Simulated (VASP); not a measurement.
## BaTiO3: single point with r2SCAN+U

Crystal: BaTiO3.

```
Ba Ti O
1.0
     2.69505    1.55599    2.37902
    -2.69505    1.55599    2.37902
     0.00000   -3.11198    2.37902
Ba Ti O
1 1 3
Direct
  0.99997 0.99997 0.99997
  0.50770 0.50770 0.50770
  0.49225 0.49225 0.98652
  0.49225 0.98652 0.49225
  0.98652 0.49225 0.49225
```

This cell differs from its parent crystal: strain -0.050 along x and y, +0.025 along z.

```yaml
Program: VASP 6.6.1
Task: single point
Functional: r2SCAN
Potentials_or_basis: VASP PAW PBE potentials, release 64 (Ba_sv, Ti_sv, O)
Cutoff: 520 eV
k_mesh: 6 × 6 × 6
Occupations: gaussian, width 0.05 eV
Spin: no spin polarisation
Hubbard_terms: Ti d U = 4.0 eV
Dipole_correction: no
Further_INCAR_settings: ALGO = Normal; EDIFF = 1e-06; NBANDS = 28
```

The pressure is 22.2 GPa. The largest force is 1.096 eV/Å. The band gap on the k mesh is 2.90 eV (least direct gap 2.99 eV).

Forces on the atoms (eV/Å):
```
Ba   0.000  0.000 -0.007
Ti   0.000  0.000 -1.096
O    0.000 -0.759  0.368
O   -0.657  0.379  0.368
O    0.657  0.379  0.368
```

Stress tensor (GPa, compression positive):
```
29.93  0.00  0.00
 0.00 29.93  0.00
 0.00  0.00  6.60
```

Levels at points of the mesh, in eV from the valence-band top:
| k point | band 18 | band 19 | band 20 | band 21 | band 22 | band 23 |
| --- | --- | --- | --- | --- | --- | --- |
| (0.00, 0.00, 0.00) | -0.70 | -0.10 | -0.10 | 2.90 | 2.90 | 3.29 |
| (0.50, 0.00, 0.00) | -1.66 | -1.21 | -0.68 | 3.26 | 4.77 | 4.86 |
| (0.50, 0.50, 0.00) | -1.03 | -0.77 | -0.14 | 4.77 | 4.88 | 5.29 |
| (0.50, 0.50, 0.50) | -0.14 | 0.00 | 0.00 | 5.54 | 5.54 | 5.64 |

Eigenvalues of the final occupation matrices:
```tsv
site	spin	trace	eigenvalues
site 2 d	1	0.82	0.10 0.10 0.10 0.26 0.26
site 2 d	2	0.82	0.10 0.10 0.10 0.26 0.26
```

Wall time 2.1 min on 1 thread of Intel(R) Xeon(R) Platinum 8488C (Sapphire Rapids), with other jobs on the host, peak memory 0.2 GiB.

Caveat: the cell differs from its parent crystal (strain -0.050 along x and y, +0.025 along z); the cell stands under pressure; the PAW data sets were made with another functional, which shifts forces and pressure a little; spin-orbit coupling is left out, which moves the levels of the heavy elements. A k mesh can miss the band edges.
